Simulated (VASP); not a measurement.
# W (Im-3m) in VASP: further runs

The runs below take W through single point, with PBE.

Program: VASP 6.6.1. These are calculated values, not measurements. Logs are shortened: lines on timing, memory, paths and dates and some standing lists are left out, and cuts for length are marked.

## (1) The cell of the first run

Symmetry: Im-3m, No. 229, cubic system. The conventional cell has a = 3.184 Å, b = 3.184 Å, c = 3.184 Å, α = 90.00°, β = 90.00°, γ = 90.00°. Within 3.6 Å of W (site symmetry m-3m) lie 14 W at 2.76 to 3.18 Å.

## (2) Single point, PBE

The input, INCAR:

```
SYSTEM = W
ALGO = Normal ; EDIFF = 1E-7
ENCUT = 520 ; GGA = PE
ISIF = 2 ; ISMEAR = 1
LASPH = .True. ; LCHARG = .False.
LREAL = Auto ; LWAVE = .False.
NBANDS = 126 ; NELM = 100
PREC = Accurate ; SIGMA = 0.1
```

The input, KPOINTS:

```
k-points
0
Gamma
  3 3 3
  0 0 0
```

The input, POSCAR:

```
W
1.0
    6.3684112237      0.0000000000      0.0000000000
    0.0000000000      6.3684112237      0.0000000000
    0.0000000000      0.0000000000      6.3684112237
W
16
Direct
    0.0000000000      0.0000000000      0.0000000000
    0.2500000000      0.2500000000      0.2500000000
    0.0000000000      0.0000000000      0.5000000000
    0.2500000000      0.2500000000      0.7500000000
    0.0000000000      0.5000000000      0.0000000000
    0.2500000000      0.7500000000      0.2500000000
    0.0000000000      0.5000000000      0.5000000000
    0.2500000000      0.7500000000      0.7500000000
    0.5000000000      0.0000000000      0.0000000000
    0.7500000000      0.2500000000      0.2500000000
    0.5000000000      0.0000000000      0.5000000000
    0.7500000000      0.2500000000      0.7500000000
    0.5000000000      0.5000000000      0.0000000000
    0.7500000000      0.7500000000      0.2500000000
    0.5000000000      0.5000000000      0.5000000000
    0.7500000000      0.7500000000      0.7500000000
```

Potentials or basis: VASP PAW PBE potentials, release 64 (W_sv).

Started as:

```console
cat potpaw_PBE.64/W_sv/POTCAR > POTCAR
mpirun -np 1 vasp_std > vasp.out
```

OUTCAR:

```text
SYSTEM = W
   EDIFF = 1E-7
   ENCUT = 520
   GGA = PE
   ISIF = 2
   ISMEAR = 1
   LASPH = .True.
   LREAL = Auto
   NELM = 100
   PREC = Accurate

 ion  position               nearest neighbor table
   1  0.000  0.000  0.000-   2 2.76   4 2.76   6 2.76   8 2.76  10 2.76  12 2.76  14 2.76  16 2.76
                             5 3.18   9 3.18   3 3.18   3 3.18   5 3.18   9 3.18
   2  0.250  0.250  0.250-   1 2.76   3 2.76   5 2.76   7 2.76   9 2.76  11 2.76  13 2.76  15 2.76
                             4 3.18   6 3.18  10 3.18   4 3.18   6 3.18  10 3.18
   3  0.000  0.000  0.500-   2 2.76   4 2.76   6 2.76   8 2.76  10 2.76  12 2.76  14 2.76  16 2.76
                             1 3.18   7 3.18  11 3.18   1 3.18   7 3.18  11 3.18
   4  0.250  0.250  0.750-   1 2.76   3 2.76   5 2.76   7 2.76   9 2.76  11 2.76  13 2.76  15 2.76
                            12 3.18   2 3.18   8 3.18   2 3.18   8 3.18  12 3.18
   5  0.000  0.500  0.000-   2 2.76   4 2.76   6 2.76   8 2.76  10 2.76  12 2.76  14 2.76  16 2.76
                            13 3.18   7 3.18   1 3.18   7 3.18   1 3.18  13 3.18
   6  0.250  0.750  0.250-   1 2.76   3 2.76   5 2.76   7 2.76   9 2.76  11 2.76  13 2.76  15 2.76
                             2 3.18  14 3.18   8 3.18   8 3.18   2 3.18  14 3.18
   7  0.000  0.500  0.500-   2 2.76   4 2.76   6 2.76   8 2.76  10 2.76  12 2.76  14 2.76  16 2.76
                             3 3.18  15 3.18   5 3.18   5 3.18   3 3.18  15 3.18
   8  0.250  0.750  0.750-   1 2.76   3 2.76   5 2.76   7 2.76   9 2.76  11 2.76  13 2.76  15 2.76
                             6 3.18   4 3.18  16 3.18   6 3.18   4 3.18  16 3.18
   9  0.500  0.000  0.000-   2 2.76   4 2.76   6 2.76   8 2.76  10 2.76  12 2.76  14 2.76  16 2.76
                            13 3.18  11 3.18   1 3.18  11 3.18  13 3.18   1 3.18
  10  0.750  0.250  0.250-   1 2.76   3 2.76   5 2.76   7 2.76   9 2.76  11 2.76  13 2.76  15 2.76
                             2 3.18  14 3.18  12 3.18  12 3.18  14 3.18   2 3.18
  11  0.500  0.000  0.500-   2 2.76   4 2.76   6 2.76   8 2.76  10 2.76  12 2.76  14 2.76  16 2.76
                             3 3.18  15 3.18   9 3.18   9 3.18  15 3.18   3 3.18
  12  0.750  0.250  0.750-   1 2.76   3 2.76   5 2.76   7 2.76   9 2.76  11 2.76  13 2.76  15 2.76
                            10 3.18   4 3.18  16 3.18  10 3.18  16 3.18   4 3.18
  13  0.500  0.500  0.000-   2 2.76   4 2.76   6 2.76   8 2.76  10 2.76  12 2.76  14 2.76  16 2.76
                             5 3.18  15 3.18   9 3.18  15 3.18   9 3.18   5 3.18
  14  0.750  0.750  0.250-   1 2.76   3 2.76   5 2.76   7 2.76   9 2.76  11 2.76  13 2.76  15 2.76
                            10 3.18   6 3.18  16 3.18  16 3.18  10 3.18   6 3.18
  15  0.500  0.500  0.500-   2 2.76   4 2.76   6 2.76   8 2.76  10 2.76  12 2.76  14 2.76  16 2.76
                            13 3.18  11 3.18   7 3.18  13 3.18  11 3.18   7 3.18
  16  0.750  0.750  0.750-   1 2.76   3 2.76   5 2.76   7 2.76   9 2.76  11 2.76  13 2.76  15 2.76
                             8 3.18  14 3.18  12 3.18  14 3.18  12 3.18   8 3.18

  LATTYP: Found a simple cubic cell.
 ALAT       =     6.3684112237

  Lattice vectors:

 A1 = (   6.3684112237,   0.0000000000,   0.0000000000)
 A2 = (   0.0000000000,   6.3684112237,   0.0000000000)
 A3 = (   0.0000000000,   0.0000000000,   6.3684112237)

Analysis of symmetry for initial positions (statically):
=====================================================================
 Subroutine PRICEL returns following result:

  LATTYP: Found a body centered cubic cell.
 ALAT       =     3.1842056119

  Lattice vectors:

 A1 = (   1.5921028059,   1.5921028059,  -1.5921028059)
 A2 = (  -1.5921028059,   1.5921028059,   1.5921028059)
 A3 = (   1.5921028059,  -1.5921028059,   1.5921028059)

  16 primitive cells build up your supercell.

 Routine SETGRP: Setting up the symmetry group for a
 simple cubic supercell.

 Subroutine GETGRP returns: Found 48 space group operations
 (whereof 48 operations were pure point group operations)
 out of a pool of 48 trial point group operations.

The static configuration has the point symmetry O_h .

Analysis of symmetry for dynamics (positions and initial velocities):
=====================================================================
 Subroutine PRICEL returns following result:

  LATTYP: Found a body centered cubic cell.
 ALAT       =     3.1842056119

  Lattice vectors:

 A1 = (   1.5921028059,   1.5921028059,  -1.5921028059)
 A2 = (  -1.5921028059,   1.5921028059,   1.5921028059)
 A3 = (   1.5921028059,  -1.5921028059,   1.5921028059)

  16 primitive cells build up your supercell.

 Routine SETGRP: Setting up the symmetry group for a
 simple cubic supercell.

 Subroutine GETGRP returns: Found 48 space group operations
[... 33 lines left out ...]

Automatic generation of k-mesh.
 Grid dimensions read from file:
 generate k-points for:    3    3    3

 Generating k-lattice:

  Cartesian coordinates                     Fractional coordinates (reciprocal lattice)
     0.052341679  0.000000000  0.000000000     0.333333333  0.000000000  0.000000000
     0.000000000  0.052341679  0.000000000     0.000000000  0.333333333  0.000000000
     0.000000000  0.000000000  0.052341679     0.000000000  0.000000000  0.333333333

  Length of vectors
     0.052341679  0.052341679  0.052341679

  Shift w.r.t. Gamma in fractional coordinates (k-lattice)
     0.000000000  0.000000000  0.000000000

 Subroutine IBZKPT returns following result:
 ===========================================

 Found      4 irreducible k-points:

 Following reciprocal coordinates:
            Coordinates               Weight
  0.000000  0.000000  0.000000      1.000000
  0.333333  0.000000  0.000000      6.000000
  0.333333  0.333333  0.000000     12.000000
  0.333333  0.333333  0.333333      8.000000
   k-points           NKPTS =      4   k-points in BZ     NKDIM =      4   number of bands    NBANDS=    126
   number of dos      NEDOS =    301   number of ions     NIONS =     16
   total plane-waves  NPLWV = 110592
   dimension x,y,z NGX =    48 NGY =   48 NGZ =   48
   dimension x,y,z NGXF=    96 NGYF=   96 NGZF=   96
   ions per type =              16
   NGX,Y,Z   is equivalent  to a cutoff of  12.53, 12.53, 12.53 a.u.
   NGXF,Y,Z  is equivalent  to a cutoff of  25.06, 25.06, 25.06 a.u.
 SYSTEM =  W
   PREC   = accura    normal or accurate (medium, high low for compatibility)
   ISTART =      0    job   : 0-new  1-cont  2-samecut
   ICHARG =      2    charge: 1-file 2-atom 10-const
   ISPIN  =      1    spin polarized calculation?
   LNONCOLLINEAR =      F non collinear calculations
   LSORBIT =      F    spin-orbit coupling
   LASPH  =      T    aspherical Exc in radial PAW
   ENCUT  =  520.0 eV  38.22 Ry    6.18 a.u.  11.84 11.84 11.84*2*pi/ulx,y,z
   NELM   =    100;   NELMIN=  2; NELMDL= -5     # of ELM steps
   EDIFF  = 0.1E-06   stopping-criterion for ELM
   LREAL  =      T    real-space projection
   EDIFFG = 0.1E-05   stopping-criterion for IOM
   NSW    =      0    number of steps for IOM
   IBRION =     -1    ionic relax: 0-MD 1-quasi-New 2-CG
   NFREE  =      0    steps in history (QN), initial steepest desc. (CG)
   ISIF   =      2    stress and relaxation
   ISYM   =      2    0-nonsym 1-usesym 2-fastsym
   POTIM  = 0.5000    time-step for ionic-motion
   TEBEG  =    0.0;   TEEND  =   0.0 temperature during run
   PSTRESS=    0.0 pullay stress
   NELECT =     224.0000    total number of electrons
   NUPDOWN=      -1.0000    fix difference up-down
   EMIN   =  10.00;   EMAX   =-10.00  energy-range for DOS
   EFERMI =   0.00;   METHOD = LEGACY
   ISMEAR =     1;   SIGMA  =   0.10  broadening in eV -4-tet -1-fermi 0-gaus
   EFERMI_NEDOS =   21; number of points for ismear=-14 and -15
   IALGO  =     38    algorithm
   IMIX   =      4    mixing-type and parameters
     AMIX     =   0.40;   BMIX     =  1.00
     AMIX_MAG =   1.60;   BMIX_MAG =  1.00
  volume/ion in A,a.u.               =      16.14       108.94
  Fermi-wavevector in a.u.,A,eV,Ry     =   1.561204  2.950248 33.162281  2.437359
  Thomas-Fermi vector in A             =   2.664304
   LORBIT       =      0    0 simple, 1 ext, 2 COOP (PROOUT), +10 PAW based schemes
   GGA     = PE    functional components
   LHFCALC =     F    Hartree Fock is set to
   AEXX    =    0.0000 exact exchange contribution
   IVDW    =     0    specifies the selected vdW correction
   LEPSILON=     F    determine dielectric tensor
   LRPA    =     F    only Hartree local field effects (RPA)
 non-spin polarized calculation
 Methfessel and Paxton  Order N= 1 SIGMA  =   0.10
  energy-cutoff  :      520.00
  volume of cell :      258.28
 maximum number of plane-waves:      6979
 NGX is ok and might be reduce to    48
   NGX = 23   NGY = 23   NGZ = 23

 number of electron     223.9999948 magnetization

 Free energy of the ion-electron system (eV)
  ---------------------------------------------------
  ext. energy  EPLUGINS =         0.00000000
  ---------------------------------------------------
  free energy    TOTEN  =      -207.48644674 eV

  energy without entropy =     -207.47870798  energy(sigma->0) =     -207.48386715

 E-fermi :  11.2360     XC(G=0): -13.5363

 val. band max:       11.2302529481   @ k =   0.3333   0.3333   0.0000
 cond. band min:      11.4206844988   @ k =   0.3333   0.3333   0.0000
 fundamental gap:      0.1904315507
 Fermi energy:        11.2359687540

 k-point     1 :       0.0000    0.0000    0.0000
  band No.  band energies     occupation
      1     -63.0133      2.00000
      2     -62.8977      2.00000
      3     -62.8977      2.00000
      4     -62.8977      2.00000
      5     -62.8977      2.00000
      6     -62.8977      2.00000
[... 497 lines left out ...]
    123      13.1457     -0.00000
    124      13.1467     -0.00000
 [bands above 124 left out]

------------------------ aborting loop because EDIFF is reached ----------------------------------------

  FORCE on cell =-STRESS in cart. coord.  units (eV):
  Direction    XX          YY          ZZ          XY          YZ          ZX
  --------------------------------------------------------------------------------------
  -------------------------------------------------------------------------------------
  Total       -0.0887521     -0.0887521     -0.0887521      0.0000000     -0.0000000      0.0000000
  in kB       -0.5505490     -0.5505490     -0.5505490      0.0000000     -0.0000000      0.0000000
  external PRESSURE =      -0.5505490 kB  Pullay stress =       0.0000000 kB

 VOLUME and BASIS-vectors are now :
 -----------------------------------------------------------------------------
  energy-cutoff  :      520.00
  volume of cell :      258.28
      direct lattice vectors                 reciprocal lattice vectors
     6.368411224  0.000000000  0.000000000     0.157025036  0.000000000  0.000000000
     0.000000000  6.368411224  0.000000000     0.000000000  0.157025036  0.000000000
     0.000000000  0.000000000  6.368411224     0.000000000  0.000000000  0.157025036

 POSITION                                       TOTAL-FORCE (eV/Angst)
 -----------------------------------------------------------------------------------
      0.00000      0.00000      0.00000        -0.000000      0.000000      0.000000
      1.59210      1.59210      1.59210         0.000000      0.000000     -0.000000
      0.00000      0.00000      3.18421         0.000000      0.000000     -0.000000
      1.59210      1.59210      4.77631         0.000000      0.000000     -0.000000
      0.00000      3.18421      0.00000         0.000000      0.000000     -0.000000
      1.59210      4.77631      1.59210         0.000000      0.000000      0.000000
[... 8 lines left out ...]
      3.18421      3.18421      3.18421         0.000000     -0.000000     -0.000000
      4.77631      4.77631      4.77631        -0.000000     -0.000000     -0.000000
 -----------------------------------------------------------------------------------
    total drift:                                0.000000      0.000000      0.000000

  FREE ENERGIE OF THE ION-ELECTRON SYSTEM (eV)
  ---------------------------------------------------
  free  energy   TOTEN  =      -207.4864467403 eV

  energy  without entropy=     -207.4787079802  energy(sigma->0) =     -207.48386715
```

Wall time 5.9 min (1 thread of AMD EPYC 7R43 (Zen 3), shared host); peak memory 0.32 GiB.

What came out:

* Free energy: -207.4864 eV
* Pressure: -0.1 GPa
* Band gap on the k mesh: zero (band 112 reaches 11.23 eV, above the bottom of band 113 at 11.17 eV)

Levels at points of the mesh, in eV from the Fermi level:
| k point | band 108 | band 109 | band 110 | band 111 | band 112 | band 113 | band 114 | band 115 | band 116 | band 117 |
| --- | --- | --- | --- | --- | --- | --- | --- | --- | --- | --- |
| (0.00, 0.00, 0.00) | -0.57 | -0.57 | -0.57 | -0.57 | -0.57 | 0.56 | 0.56 | 0.56 | 0.56 | 0.56 |

Caveat: spin-orbit coupling is left out, which moves the levels of the heavy elements.

## (3) Single point, PBE

The input, INCAR:

```
ALGO = Normal
EDIFF = 1E-6
ENCUT = 520
GGA = PE
ISIF = 2
ISMEAR = 1
LASPH = True
LCHARG = True
LELF = True
LREAL = Auto
LVHAR = True
LWAVE = False
NBANDS = 126
NELM = 60
PREC = Accurate
SIGMA = 0.1
```

The input, KPOINTS:

```
k-points
0
Gamma
  5 5 5
```

POSCAR is that of step 2.

Potentials or basis: VASP PAW PBE potentials, release 64 (W_sv).

Started as:

```console
cat potpaw_PBE.64/W_sv/POTCAR > POTCAR
mpirun -np 1 vasp_std > vasp.out
```

Run time: 12 min. Hardware: 1 thread of AMD EPYC 7R43 (Zen 3), shared host; peak memory 0.39 GiB.

The run converged. Its results:

```
Free energy            : -207.3281 eV
Pressure               : 0.3 GPa
Band gap on the k mesh : zero (band 112 reaches 11.46 eV, above the bottom of band 113 at 10.93 eV)
```

Levels at points of the mesh, in eV from the Fermi level:
```csv
k point,band 109,band 110,band 111,band 112,band 113,band 114,band 115,band 116
"(0.00, 0.00, 0.00)",-0.55,-0.55,-0.55,-0.55,0.60,0.60,0.60,0.60
```

Caveat: spin-orbit coupling is left out, which moves the levels of the heavy elements.
